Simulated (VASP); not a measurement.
# FeO (Wuestite) (Fm-3m) in VASP: further runs

Runs on FeO (Wuestite). Level: PBE+U. Tasks: single point.

All numbers are computed with VASP 6.6.1; they aren't measurements. Logs are shortened: lines on timing, memory, paths and dates and some standing lists are left out, and cuts for length are marked.

**1. The cell of the first run**

The structure is cubic, space group Fm-3m (No. 225). Conventional cell: a = 4.405 Å, b = 4.405 Å, c = 4.405 Å, α = 90.00°, β = 90.00°, γ = 90.00°. Within 2.9 Å of Fe (site symmetry m-3m) lie 6 O at 2.20 Å. O (site symmetry m-3m) has 6 Fe at 2.20 Å within 2.9 Å.

**2. Single point, PBE+U, collinear spin, ferromagnetic start**

INCAR

```
SYSTEM = FeO
PREC = Accurate ; ENCUT = 520
EDIFF = 1E-7 ; ISMEAR = 0
SIGMA = 0.05 ; LREAL = .False.
LASPH = .True. ; NELM = 150
ALGO = Normal ; ISIF = 2
LWAVE = .False. ; LCHARG = .False.
ISPIN = 2 ; MAGMOM = 4 4 0 0
LORBIT = 11 ; LMAXMIX = 4
LDAU = .True. ; LDAUTYPE = 2
LDAUL = 2 -1 ; LDAUU = 4 0
LDAUJ = 0 0 ; LDAUPRINT = 1
GGA = PE ; NBANDS = 26
```

KPOINTS

```
regular mesh
0
Gamma
  5 5 3
  0 0 0
```

POSCAR

```
FeO
1.0
    0.0000000000      2.2025485818     -2.2025485818
    0.0000000000      2.2025485818      2.2025485818
    4.4050971636      0.0000000000      0.0000000000
Fe O
2 2
Direct
    0.0000000000      0.0000000000      0.0000000000
    0.5000000000      0.5000000000      0.5000000000
    0.0000000000      1.0000000000      0.5000000000
    0.5000000000      1.5000000000      1.0000000000
```

Potentials or basis: VASP PAW PBE potentials, release 64 (Fe, O).

Launch:

```console
> cat potpaw_PBE.64/Fe/POTCAR potpaw_PBE.64/O/POTCAR > POTCAR
> mpirun -np 1 vasp_std > vasp.out
```

OUTCAR:

```text
SYSTEM = FeO
   PREC = Accurate
   ENCUT = 520
   EDIFF = 1E-7
   ISMEAR = 0
   LREAL = .False.
   LASPH = .True.
   NELM = 150
   ISIF = 2
   ISPIN = 2
   LORBIT = 11
   GGA = PE

 ion  position               nearest neighbor table
   1  0.000  0.000  0.000-   3 2.20   4 2.20   3 2.20   4 2.20   4 2.20   4 2.20   2 3.11   2 3.11
                             2 3.11   2 3.11   2 3.11   2 3.11   2 3.11   2 3.11
   2  0.500  0.500  0.500-   3 2.20   4 2.20   4 2.20   3 2.20   3 2.20   3 2.20   1 3.11   1 3.11
                             1 3.11   1 3.11   1 3.11   1 3.11   1 3.11   1 3.11
   3  0.000  0.000  0.500-   1 2.20   2 2.20   1 2.20   2 2.20   2 2.20   2 2.20
   4  0.500  0.500  0.000-   1 2.20   2 2.20   2 2.20   1 2.20   1 2.20   1 2.20

  LATTYP: Found a simple tetragonal cell.
 ALAT       =     3.1148740762
 C/A-ratio  =     1.4142135624

  Lattice vectors:

 A1 = (   0.0000000000,   2.2025485818,  -2.2025485818)
 A2 = (   0.0000000000,   2.2025485818,   2.2025485818)
 A3 = (   4.4050971636,   0.0000000000,   0.0000000000)

Analysis of symmetry for initial positions (statically):
=====================================================================
 Subroutine PRICEL returns following result:

  LATTYP: Found a face centered cubic cell.
 ALAT       =     4.4050971636
[... 12 lines left out ...]
 Subroutine GETGRP returns: Found 16 space group operations
 (whereof 16 operations were pure point group operations)
 out of a pool of 16 trial point group operations.

The static configuration has the point symmetry D_4h.

Analysis of symmetry for dynamics (positions and initial velocities):
=====================================================================
 Subroutine PRICEL returns following result:

  LATTYP: Found a face centered cubic cell.
 ALAT       =     4.4050971636
[... 12 lines left out ...]
 Subroutine GETGRP returns: Found 16 space group operations
 (whereof 16 operations were pure point group operations)
 out of a pool of 16 trial point group operations.

The dynamic configuration has the point symmetry D_4h.

Analysis of structural, dynamic, and magnetic symmetry:
=====================================================================
 Subroutine PRICEL returns following result:

  LATTYP: Found a face centered cubic cell.
 ALAT       =     4.4050971636
[... 12 lines left out ...]
 Subroutine GETGRP returns: Found 16 space group operations
 (whereof 16 operations were pure point group operations)
 out of a pool of 16 trial point group operations.

The overall configuration has the point symmetry D_4h.

 Subroutine INISYM returns: Found 16 space group operations
 (whereof 16 operations are pure point group operations),
 and found     2 'primitive' translations

----------------------------------------------------------------------------------------

                                     Primitive cell

  volume of cell :      21.3701

  direct lattice vectors                    reciprocal lattice vectors
    -2.202548582 -2.202548582  0.000000000    -0.227009749 -0.227009749  0.227009749
    -2.202548582  0.000000000 -2.202548582    -0.227009749  0.227009749 -0.227009749
     0.000000000 -2.202548582 -2.202548582     0.227009749 -0.227009749 -0.227009749

  length of vectors
     3.114874076  3.114874076  3.114874076     0.393192419  0.393192419  0.393192419

  position of ions in fractional coordinates (direct lattice)
     0.000000000  0.000000000  0.000000000
     0.500000000  0.500000000  0.500000000

  ion indices of the primitive-cell ions
   primitive index   ion index
                 1           1
                 2           3

[... 126 lines left out ...]
  o =  0.2975  v =  0.0000  0.0000  0.0000  0.0000  0.0000  1.0000  0.0000  0.0000  0.0000  0.0000      0.0000  0.0000  0.0000  0.0000  0.0000  0.0000  0.0000  0.0000  0.0000  0.0000
  o =  0.3381  v =  0.0000  0.0000  0.0000  0.0000  0.0000  0.0000 -1.0000  0.0000 -0.0000  0.0000      0.0000  0.0000  0.0000  0.0000  0.0000  0.0000  0.0000  0.0000  0.0000  0.0000
  o =  0.9661  v =  0.0000  1.0000  0.0000 -0.0000 -0.0000  0.0000  0.0000  0.0000  0.0000  0.0000      0.0000  0.0000  0.0000  0.0000  0.0000  0.0000  0.0000  0.0000  0.0000  0.0000
  o =  0.9662  v =  0.0000 -0.0000 -0.0000 -1.0000  0.0000  0.0000  0.0000  0.0000  0.0000  0.0000      0.0000  0.0000  0.0000  0.0000  0.0000  0.0000  0.0000  0.0000  0.0000  0.0000
  o =  0.9662  v =  1.0000  0.0000  0.0000  0.0000  0.0000  0.0000  0.0000  0.0000  0.0000  0.0000      0.0000  0.0000  0.0000  0.0000  0.0000  0.0000  0.0000  0.0000  0.0000  0.0000
  o =  1.0067  v =  0.0000 -0.0000  0.5000 -0.0000 -0.8660  0.0000  0.0000  0.0000  0.0000  0.0000      0.0000  0.0000  0.0000  0.0000  0.0000  0.0000  0.0000  0.0000  0.0000  0.0000
  o =  1.0068  v =  0.0000 -0.0000 -0.8660  0.0000 -0.5000  0.0000  0.0000  0.0000  0.0000  0.0000      0.0000  0.0000  0.0000  0.0000  0.0000  0.0000  0.0000  0.0000  0.0000  0.0000

atom =   2  type =  1  l = 2

 onsite density matrix

spin component  1

  0.9662  0.0000  0.0000  0.0000  0.0000
  0.0000  0.9661  0.0000 -0.0000  0.0000
  0.0000  0.0000  1.0068  0.0000  0.0000
  0.0000 -0.0000  0.0000  0.9662 -0.0000
  0.0000  0.0000  0.0000 -0.0000  1.0068

spin component  2

  0.2975 -0.0000 -0.0000  0.0000  0.0000
 -0.0000  0.3381 -0.0000  0.0000 -0.0000
 -0.0000 -0.0000  0.0999 -0.0000  0.0001
  0.0000  0.0000 -0.0000  0.2975  0.0000
  0.0000 -0.0000  0.0001  0.0000  0.0997

 occupancies and eigenvectors

  o =  0.0997  v =  0.0000  0.0000  0.0000  0.0000  0.0000  0.0000 -0.0000  0.5000  0.0000 -0.8660      0.0000  0.0000  0.0000  0.0000  0.0000  0.0000  0.0000  0.0000  0.0000  0.0000
  o =  0.0999  v =  0.0000  0.0000  0.0000  0.0000  0.0000  0.0000  0.0000  0.8660 -0.0000  0.5000      0.0000  0.0000  0.0000  0.0000  0.0000  0.0000  0.0000  0.0000  0.0000  0.0000
  o =  0.2975  v =  0.0000  0.0000  0.0000  0.0000  0.0000  0.0000 -0.0000  0.0000 -1.0000 -0.0000      0.0000  0.0000  0.0000  0.0000  0.0000  0.0000  0.0000  0.0000  0.0000  0.0000
  o =  0.2975  v =  0.0000  0.0000  0.0000  0.0000  0.0000  1.0000  0.0000  0.0000  0.0000  0.0000      0.0000  0.0000  0.0000  0.0000  0.0000  0.0000  0.0000  0.0000  0.0000  0.0000
  o =  0.3381  v =  0.0000  0.0000  0.0000  0.0000  0.0000  0.0000 -1.0000 -0.0000  0.0000  0.0000      0.0000  0.0000  0.0000  0.0000  0.0000  0.0000  0.0000  0.0000  0.0000  0.0000
  o =  0.9661  v =  0.0000 -1.0000  0.0000  0.0000  0.0000  0.0000  0.0000  0.0000  0.0000  0.0000      0.0000  0.0000  0.0000  0.0000  0.0000  0.0000  0.0000  0.0000  0.0000  0.0000
  o =  0.9662  v =  1.0000  0.0000  0.0000  0.0000  0.0000  0.0000  0.0000  0.0000  0.0000  0.0000      0.0000  0.0000  0.0000  0.0000  0.0000  0.0000  0.0000  0.0000  0.0000  0.0000
  o =  0.9662  v =  0.0000  0.0000  0.0000  1.0000 -0.0000  0.0000  0.0000  0.0000  0.0000  0.0000      0.0000  0.0000  0.0000  0.0000  0.0000  0.0000  0.0000  0.0000  0.0000  0.0000
  o =  1.0067  v =  0.0000 -0.0000 -0.5000  0.0000  0.8660  0.0000  0.0000  0.0000  0.0000  0.0000      0.0000  0.0000  0.0000  0.0000  0.0000  0.0000  0.0000  0.0000  0.0000  0.0000
  o =  1.0068  v =  0.0000  0.0000  0.8660 -0.0000  0.5000  0.0000  0.0000  0.0000  0.0000  0.0000      0.0000  0.0000  0.0000  0.0000  0.0000  0.0000  0.0000  0.0000  0.0000  0.0000

 number of electron      27.9999994 magnetization       8.0266562

 Free energy of the ion-electron system (eV)
  ---------------------------------------------------
  ext. energy  EPLUGINS =         0.00000000
  ---------------------------------------------------
  free energy    TOTEN  =       -25.81777469 eV

  energy without entropy =      -25.80991518  energy(sigma->0) =      -25.81384494

 E-fermi :   6.0202     XC(G=0): -11.7988

 val. band max:        6.0119684827   @ k =   0.4000   0.0000   0.0000
 cond. band min:       6.0347077179   @ k =   0.4000   0.2000   0.3333
 fundamental gap:      0.0227392352
 Fermi energy:         6.0202142266

 spin component 1

 k-point     1 :       0.0000    0.0000    0.0000
  band No.  band energies     occupation
      1     -14.4626      1.00000
      2     -13.5483      1.00000
      3      -1.2218      1.00000
      4      -0.9406      1.00000
      5      -0.4647      1.00000
      6      -0.4234      1.00000
[... 337 lines left out ...]
     25      17.8977      0.00000
     26      18.3613      0.00000
 Fermi energy:         6.0202142266

 spin component 2

 k-point     1 :       0.0000    0.0000    0.0000
  band No.  band energies     occupation
      1     -14.1053      1.00000
      2     -12.9749      1.00000
      3      -0.8850      1.00000
      4       1.4550      1.00000
      5       1.4550      1.00000
      6       2.5585      1.00000
[... 337 lines left out ...]
     25      18.9605      0.00000
     26      19.4171      0.00000

------------------------ aborting loop because EDIFF is reached ----------------------------------------

  FORCE on cell =-STRESS in cart. coord.  units (eV):
  Direction    XX          YY          ZZ          XY          YZ          ZX
  --------------------------------------------------------------------------------------
  -------------------------------------------------------------------------------------
  Total       -2.5456042     -2.8195658     -2.8195658      0.0000000      0.0000000      0.0000000
  in kB      -95.4256167   -105.6954595   -105.6954595      0.0000000      0.0000000      0.0000000
  external PRESSURE =    -102.2721786 kB  Pullay stress =       0.0000000 kB

 VOLUME and BASIS-vectors are now :
 -----------------------------------------------------------------------------
  energy-cutoff  :      520.00
  volume of cell :       42.74
      direct lattice vectors                 reciprocal lattice vectors
     0.000000000  2.202548582 -2.202548582     0.000000000  0.227009749 -0.227009749
     0.000000000  2.202548582  2.202548582     0.000000000  0.227009749  0.227009749
     4.405097164  0.000000000  0.000000000     0.227009749  0.000000000  0.000000000

 POSITION                                       TOTAL-FORCE (eV/Angst)
 -----------------------------------------------------------------------------------
      0.00000      0.00000      0.00000        -0.000000     -0.000000     -0.000000
      2.20255      2.20255      0.00000        -0.000000     -0.000000      0.000000
      2.20255      0.00000      0.00000        -0.000000      0.000000      0.000000
      0.00000      2.20255      0.00000         0.000000      0.000000     -0.000000
 -----------------------------------------------------------------------------------
    total drift:                               -0.000000     -0.000000     -0.000000

  FREE ENERGIE OF THE ION-ELECTRON SYSTEM (eV)
  ---------------------------------------------------
  free  energy   TOTEN  =       -25.8177746930 eV

  energy  without entropy=      -25.8099151796  energy(sigma->0) =      -25.81384494

 total charge

# of ion       s       p       d       tot
------------------------------------------
    1        0.279   0.326   6.025   6.629
    2        0.279   0.326   6.025   6.629
    3        1.554   3.425   0.000   4.979
    4        1.554   3.425   0.000   4.979
--------------------------------------------------
tot          3.666   7.502  12.049  23.217

 magnetization (x)

# of ion       s       p       d       tot
------------------------------------------
    1        0.029   0.019   3.775   3.823
    2        0.029   0.019   3.775   3.823
    3        0.021   0.174   0.000   0.195
    4        0.021   0.174   0.000   0.195
--------------------------------------------------
tot          0.100   0.385   7.551   8.036
```

It took 25 s on 1 thread of AMD EPYC 9R45 (Zen 5), shared host; peak memory 0.14 GiB.

Results:

| Quantity | Value |
| --- | --- |
| Free energy | -25.8178 eV |
| Pressure | -10.2 GPa |
| Band gap on the k mesh | zero (filled and empty bands overlap) |
| Net moment | 8.03 μB per cell |
| Site moments | Fe +3.82; O +0.20 μB |
| Valence electrons inside the program's atomic spheres | Fe 6.63; O 4.98 |

Eigenvalues of the final occupation matrices:
| site | spin | trace | eigenvalues |
| --- | --- | --- | --- |
| site 1 d | 1 | 4.91 | 0.97 0.97 0.97 1.01 1.01 |
| site 1 d | 2 | 1.13 | 0.10 0.10 0.30 0.30 0.34 |
| site 2 d | 1 | 4.91 | 0.97 0.97 0.97 1.01 1.01 |
| site 2 d | 2 | 1.13 | 0.10 0.10 0.30 0.30 0.34 |

Caveat: the k points lie up to 0.48 Å⁻¹ apart; only a ferromagnetic start was run, and an antiferromagnetic order may lie lower in energy.

**3. Single point, PBE+U, collinear spin, ferromagnetic start**

INCAR

```
SYSTEM = FeO
PREC = Accurate ; ENCUT = 600
EDIFF = 1E-6 ; ISMEAR = 0
SIGMA = 0.05 ; LREAL = .False.
LASPH = .True. ; NELM = 200
ALGO = Normal ; ISIF = 2
LWAVE = .False. ; LCHARG = .False.
ISPIN = 2 ; MAGMOM = 4 4 0 0
LORBIT = 11 ; LMAXMIX = 4
LDAU = .True. ; LDAUTYPE = 2
LDAUL = 2 -1 ; LDAUU = 4 0
LDAUJ = 0 0 ; LDAUPRINT = 1
GGA = PE ; NBANDS = 34
GGA_COMPAT = .False.
```

KPOINTS is that of step 2.

POSCAR

```
FeO
1.0
    0.0000000000      2.2025485816     -2.2025485816
    0.0000000000      2.2025485816      2.2025485816
    4.4050971632      0.0000000000      0.0000000000
Fe O
2 2
Direct
    0.0000000000      0.0000000000      0.0000000000
    0.5000000000      0.5000000000      0.5000000000
    0.0000000000      1.0000000000      0.5000000000
    0.5000000000      1.5000000000      1.0000000000
```

Potentials or basis: VASP PAW PBE potentials, release 64 (Fe_sv, O).

Launch:

```console
> cat potpaw_PBE.64/Fe_sv/POTCAR potpaw_PBE.64/O/POTCAR > POTCAR
> mpirun -np 1 vasp_std > vasp.out
```

Wall time 2.5 min (1 thread of Intel Xeon Platinum 8488C (Sapphire Rapids), shared host); peak memory 0.2 GiB.

Results (log left out):

```
Free energy                                           : -25.3137 eV
Pressure                                              : -11.3 GPa
Band gap on the k mesh                                : zero (filled and empty bands overlap)
Net moment                                            : 8.03 μB per cell
Site moments                                          : Fe +3.66; O +0.21 μB
Valence electrons inside the program's atomic spheres : Fe 13.58; O 4.98
```

Stress tensor (GPa, compression positive):
```
-10.97   0.00   0.00
  0.00 -11.53   0.00
  0.00   0.00 -11.53
```

Levels at points of the mesh, in eV from the Fermi level:
Spin up:
```csv
k point,band 24,band 25,band 26,band 27,band 28,band 29
"(0.00, 0.00, 0.00)",-4.10,-4.09,-4.09,-0.92,4.03,7.71
```
Spin down:
| k point | band 15 | band 16 | band 17 | band 18 | band 19 | band 20 | band 21 | band 22 |
| --- | --- | --- | --- | --- | --- | --- | --- | --- |
| (0.00, 0.00, 0.00) | -3.71 | -3.71 | -2.17 | -0.81 | -0.61 | -0.61 | -0.28 | 0.83 |

Eigenvalues of the final occupation matrices:
| site | spin | trace | eigenvalues |
| --- | --- | --- | --- |
| site 1 d | 1 | 4.58 | 0.90 0.90 0.90 0.93 0.93 |
| site 1 d | 2 | 0.93 | 0.07 0.07 0.25 0.25 0.30 |
| site 2 d | 1 | 4.58 | 0.90 0.90 0.90 0.93 0.93 |
| site 2 d | 2 | 0.93 | 0.07 0.07 0.25 0.25 0.30 |

Caveat: the k points lie up to 0.48 Å⁻¹ apart; only a ferromagnetic start was run, and an antiferromagnetic order may lie lower in energy. The state reached can hang on the start; a lower one may exist.
